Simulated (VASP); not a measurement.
# Se (P3_121) in VASP: further runs, part 2 of 2

VASP 6.6.1.

## (4) Single point, PBEsol

This run uses another cell than the first one, of 19.88 Å³/atom, 0.729 times its volume.

File INCAR:

```
PREC     = Accurate       # precision mode
ENCUT    = 520            # plane-wave cutoff, eV
EDIFF    = 1E-6           # SCF threshold, eV
ISMEAR   = -1             # smearing method
SIGMA    = 0.05           # smearing width, eV
LREAL    = F              # projectors in reciprocal space
LASPH    = T              # aspherical terms in the spheres
NELM     = 60             # most SCF steps
ALGO     = Normal         # electronic algorithm
ISIF     = 2              # what is computed and relaxed
LWAVE    = F              # write WAVECAR
LCHARG   = T              # write CHGCAR
GGA      = PS             # functional
LELF     = T              # ELF
LVHAR    = T            
NBANDS   = 16             # bands
```

File KPOINTS:

```
Automatic mesh
0
Gamma
  7 7 6
```

File POSCAR:

```
Se
1.0
    3.6604060785      0.0000000000      0.0000000000
   -1.8302030393      3.1700046522      0.0000000000
    0.0000000000      0.0000000000      5.1405466011
Se
3
Direct
    0.7198757435      0.7198757435      0.0000000000
    0.0000000000      0.2801242565      0.6666666667
    0.2801242565      0.0000000000      0.3333333333
```

Potentials or basis: VASP PAW PBE potentials, release 64 (Se).

Command:

```console
$ cat potpaw_PBE.64/Se/POTCAR > POTCAR
$ mpirun -np 1 vasp_std > vasp.out
```

OUTCAR:

```text
PREC = Accurate
   ENCUT = 520
   EDIFF = 1E-6
   ISMEAR = -1
   LREAL = F
   LASPH = T
   NELM = 60
   ISIF = 2
   GGA = PS

 ion  position               nearest neighbor table
   1  0.720  0.720  0.000-   3 2.47   2 2.47
   2  0.000  0.280  0.667-   1 2.47   3 2.47
   3  0.280  0.000  0.333-   1 2.47   2 2.47

  LATTYP: Found a hexagonal cell.
 ALAT       =     3.6604060785
 C/A-ratio  =     1.4043651144

  Lattice vectors:

 A1 = (   3.6604060785,   0.0000000000,   0.0000000000)
 A2 = (  -1.8302030393,   3.1700046522,   0.0000000000)
 A3 = (   0.0000000000,   0.0000000000,   5.1405466011)

Analysis of symmetry for initial positions (statically):
=====================================================================
 Subroutine PRICEL returns:
 Original cell was already a primitive cell.

 Routine SETGRP: Setting up the symmetry group for a
 hexagonal supercell.

 Subroutine GETGRP returns: Found  6 space group operations
 (whereof  2 operations were pure point group operations)
 out of a pool of 24 trial point group operations.

The static configuration has the point symmetry C_2 .
 The point group associated with its full space group is D_3 .

Analysis of symmetry for dynamics (positions and initial velocities):
=====================================================================
 Subroutine PRICEL returns:
 Original cell was already a primitive cell.

 Routine SETGRP: Setting up the symmetry group for a
 hexagonal supercell.

 Subroutine GETGRP returns: Found  6 space group operations
 (whereof  2 operations were pure point group operations)
 out of a pool of 24 trial point group operations.

The dynamic configuration has the point symmetry C_2 .
 The point group associated with its full space group is D_3 .

 Subroutine INISYM returns: Found  6 space group operations
 (whereof  2 operations are pure point group operations),
 and found     1 'primitive' translations

----------------------------------------------------------------------------------------

                                     Primitive cell

  volume of cell :      59.6484

  direct lattice vectors                    reciprocal lattice vectors
     3.660406078  0.000000000  0.000000000     0.273193733  0.157728475  0.000000000
    -1.830203039  3.170004652  0.000000000     0.000000000  0.315456950  0.000000000
     0.000000000  0.000000000  5.140546601     0.000000000  0.000000000  0.194531842

  length of vectors
     3.660406078  3.660406079  5.140546601     0.315456950  0.315456950  0.194531842

  position of ions in fractional coordinates (direct lattice)
     0.719875743  0.719875743  0.000000000
     0.000000000  0.280124257  0.666666667
     0.280124257  0.000000000  0.333333333

  ion indices of the primitive-cell ions
   primitive index   ion index
                 1           1
                 2           2
                 3           3

----------------------------------------------------------------------------------------

 KPOINTS: Automatic mesh

Automatic generation of k-mesh.
 Grid dimensions read from file:
 generate k-points for:    7    7    6

 Generating k-lattice:

  Cartesian coordinates                     Fractional coordinates (reciprocal lattice)
     0.039027676  0.022532639  0.000000000     0.142857143 -0.000000000  0.000000000
     0.000000000  0.045065279  0.000000000     0.000000000  0.142857143  0.000000000
     0.000000000  0.000000000  0.032421974     0.000000000  0.000000000  0.166666667

  Length of vectors
     0.045065279  0.045065279  0.032421974

  Shift w.r.t. Gamma in fractional coordinates (k-lattice)
     0.000000000  0.000000000  0.000000000

 Subroutine IBZKPT returns following result:
 ===========================================

 Found     40 irreducible k-points:

 Following reciprocal coordinates:
            Coordinates               Weight
  0.000000  0.000000  0.000000      1.000000
  0.142857  0.000000  0.000000      6.000000
  0.285714  0.000000  0.000000      6.000000
  0.428571 -0.000000  0.000000      6.000000
  0.142857  0.142857  0.000000      6.000000
  0.285714  0.142857  0.000000     12.000000
[... 16 lines left out ...]
  0.000000  0.142857  0.333333      6.000000
  0.285714  0.000000  0.333333      6.000000
 [... further k-points ...]
   k-points           NKPTS =     40   k-points in BZ     NKDIM =     40   number of bands    NBANDS=     16
   number of dos      NEDOS =    301   number of ions     NIONS =      3
   total plane-waves  NPLWV =  31360
   dimension x,y,z NGX =    28 NGY =   28 NGZ =   40
   dimension x,y,z NGXF=    56 NGYF=   56 NGZF=   80
   ions per type =               3
   NGX,Y,Z   is equivalent  to a cutoff of  12.72, 12.72, 12.94 a.u.
   NGXF,Y,Z  is equivalent  to a cutoff of  25.43, 25.43, 25.87 a.u.
 SYSTEM =  unknown system
   PREC   = accura    normal or accurate (medium, high low for compatibility)
   ISTART =      0    job   : 0-new  1-cont  2-samecut
   ICHARG =      2    charge: 1-file 2-atom 10-const
   ISPIN  =      1    spin polarized calculation?
   LNONCOLLINEAR =      F non collinear calculations
   LSORBIT =      F    spin-orbit coupling
   LASPH  =      T    aspherical Exc in radial PAW
   ENCUT  =  520.0 eV  38.22 Ry    6.18 a.u.   6.81  6.81  9.56*2*pi/ulx,y,z
   NELM   =     60;   NELMIN=  2; NELMDL= -5     # of ELM steps
   EDIFF  = 0.1E-05   stopping-criterion for ELM
   LREAL  =      F    real-space projection
   EDIFFG = 0.1E-04   stopping-criterion for IOM
   NSW    =      0    number of steps for IOM
   IBRION =     -1    ionic relax: 0-MD 1-quasi-New 2-CG
   NFREE  =      0    steps in history (QN), initial steepest desc. (CG)
   ISIF   =      2    stress and relaxation
   ISYM   =      2    0-nonsym 1-usesym 2-fastsym
   POTIM  = 0.5000    time-step for ionic-motion
   TEBEG  =    0.0;   TEEND  =   0.0 temperature during run
   PSTRESS=    0.0 pullay stress
   NELECT =      18.0000    total number of electrons
   NUPDOWN=      -1.0000    fix difference up-down
   EMIN   =  10.00;   EMAX   =-10.00  energy-range for DOS
   EFERMI =   0.00;   METHOD = LEGACY
   ISMEAR =    -1;   SIGMA  =   0.05  broadening in eV -4-tet -1-fermi 0-gaus
   EFERMI_NEDOS =   21; number of points for ismear=-14 and -15
   IALGO  =     38    algorithm
   IMIX   =      4    mixing-type and parameters
     AMIX     =   0.40;   BMIX     =  1.00
     AMIX_MAG =   1.60;   BMIX_MAG =  1.00
  volume/ion in A,a.u.               =      19.88       134.18
  Fermi-wavevector in a.u.,A,eV,Ry     =   1.098077  2.075065 16.405543  1.205773
  Thomas-Fermi vector in A             =   2.234448
   LORBIT       =      0    0 simple, 1 ext, 2 COOP (PROOUT), +10 PAW based schemes
   GGA     = PS    functional components
   LHFCALC =     F    Hartree Fock is set to
   AEXX    =    0.0000 exact exchange contribution
   IVDW    =     0    specifies the selected vdW correction
   LEPSILON=     F    determine dielectric tensor
   LRPA    =     F    only Hartree local field effects (RPA)
 non-spin polarized calculation
  energy-cutoff  :      520.00
  volume of cell :       59.65
 maximum number of plane-waves:      1639
 NGX is ok and might be reduce to    28
   NGX = 13   NGY = 13   NGZ = 19

 number of electron      18.0000000 magnetization

 Free energy of the ion-electron system (eV)
  ---------------------------------------------------
  ext. energy  EPLUGINS =         0.00000000
  ---------------------------------------------------
  free energy    TOTEN  =       -11.25853711 eV

  energy without entropy =      -11.25827875  energy(sigma->0) =      -11.25840793

 E-fermi :   6.2334     XC(G=0): -10.6382

 val. band max:        5.9963967353   @ k =   0.2857   0.2857   0.5000
 cond. band min:       6.5077433456   @ k =  -0.1429   0.4286   0.3333
 fundamental gap:      0.5113466104
 Fermi energy:         6.2334215318

 k-point     1 :       0.0000    0.0000    0.0000
  band No.  band energies     occupation
      1     -11.2606      2.00000
      2      -6.6656      2.00000
      3      -6.6656      2.00000
      4       2.4728      2.00000
      5       3.0363      2.00000
      6       3.0363      2.00000
[... 8 lines left out ...]
     15      13.9300      0.00000
     16      13.9300      0.00000
[... 420 lines left out ...]
  band No.  band energies     occupation
      1      -9.9128      2.00000
      2      -8.4131      2.00000
      3      -5.2510      2.00000
      4       0.3100      2.00000
      5       1.3237      2.00000
      6       1.9983      2.00000
[... 8 lines left out ...]
     15      13.5717      0.00000
     16      14.7799      0.00000

 [... further k-points ...]

------------------------ aborting loop because EDIFF is reached ----------------------------------------

  FORCE on cell =-STRESS in cart. coord.  units (eV):
  Direction    XX          YY          ZZ          XY          YZ          ZX
  --------------------------------------------------------------------------------------
  -------------------------------------------------------------------------------------
  Total        3.8102660      3.8102660      3.8656366     -0.0000000      0.0000000     -0.0000000
  in kB      102.3451832    102.3451832    103.8324577     -0.0000000      0.0000000     -0.0000000
  external PRESSURE =     102.8409414 kB  Pullay stress =       0.0000000 kB

 VOLUME and BASIS-vectors are now :
 -----------------------------------------------------------------------------
  energy-cutoff  :      520.00
  volume of cell :       59.65
      direct lattice vectors                 reciprocal lattice vectors
     3.660406078  0.000000000  0.000000000     0.273193733  0.157728475  0.000000000
    -1.830203039  3.170004652  0.000000000     0.000000000  0.315456950  0.000000000
     0.000000000  0.000000000  5.140546601     0.000000000  0.000000000  0.194531842

 POSITION                                       TOTAL-FORCE (eV/Angst)
 -----------------------------------------------------------------------------------
      1.31752      2.28201      0.00000        -0.015814     -0.027391     -0.000000
     -0.51268      0.88800      3.42703        -0.015814      0.027391     -0.000000
      1.02537      0.00000      1.71352         0.031629     -0.000000      0.000000
 -----------------------------------------------------------------------------------
    total drift:                               -0.000001     -0.000001     -0.000000

  FREE ENERGIE OF THE ION-ELECTRON SYSTEM (eV)
  ---------------------------------------------------
  free  energy   TOTEN  =       -11.2585371072 eV

  energy  without entropy=      -11.2582787494  energy(sigma->0) =      -11.25840793
```

Wall time 55 s (1 thread of AMD EPYC 7R13, shared host); peak memory 0.16 GiB.

Results:

```yaml
Free_energy: -11.2585 eV
Pressure: 10.3 GPa
Largest_force: 0.032 eV/Å
Band_gap_on_the_k_mesh: 0.51 eV, indirect (least direct gap 0.65 eV)
```

Forces in eV/Å, atoms in the order of the input:
```
Se  -0.016 -0.027  0.000
Se  -0.016  0.027  0.000
Se   0.032  0.000  0.000
```

Levels at points of the mesh, in eV from the valence-band top:
```tsv
k point	band 5	band 6	band 7	band 8	band 9	band 10	band 11	band 12	band 13	band 14
(0.00, 0.00, 0.00)	-2.96	-2.96	-1.99	-1.99	-1.11	1.50	1.50	2.49	6.09	6.09
(0.00, 0.00, 0.50)	-3.08	-3.08	-1.44	-0.85	-0.85	0.52	0.78	0.78	4.48	6.56
```

Caveat: the PAW data sets were made with another functional, which shifts forces and pressure a little. A k mesh can miss the band edges.

## (5) Summary

```tsv
level	cell	smearing	gap on the mesh (eV)	pressure (GPa)	largest force (eV/Å)
PBE	a = 4.366, b = 4.366, c = 4.954 Å, angles 90.0, 90.0, 120.0°, 3 atoms	gaussian 0.026 eV	1.21	2.9	0.43
PBEsol	a = 3.494, b = 3.494, c = 5.142 Å, angles 90.0, 90.0, 120.0°, 3 atoms	fermi-dirac 0.05 eV	none	20.3	0.03
PBEsol	a = 3.660, b = 3.660, c = 5.141 Å, angles 90.0, 90.0, 120.0°, 3 atoms	fermi-dirac 0.05 eV	0.51	10.3	0.03
```

Alike in all rows: task single point; potentials or basis VASP PAW PBE potentials, release 64 (Se); no spin polarisation; k mesh 7 × 7 × 6; cutoff (eV) 520.

Caveats: the PAW data sets were made with another functional, which shifts forces and pressure a little (some runs).

Absolute energies hang on the potentials; compare differences alone.
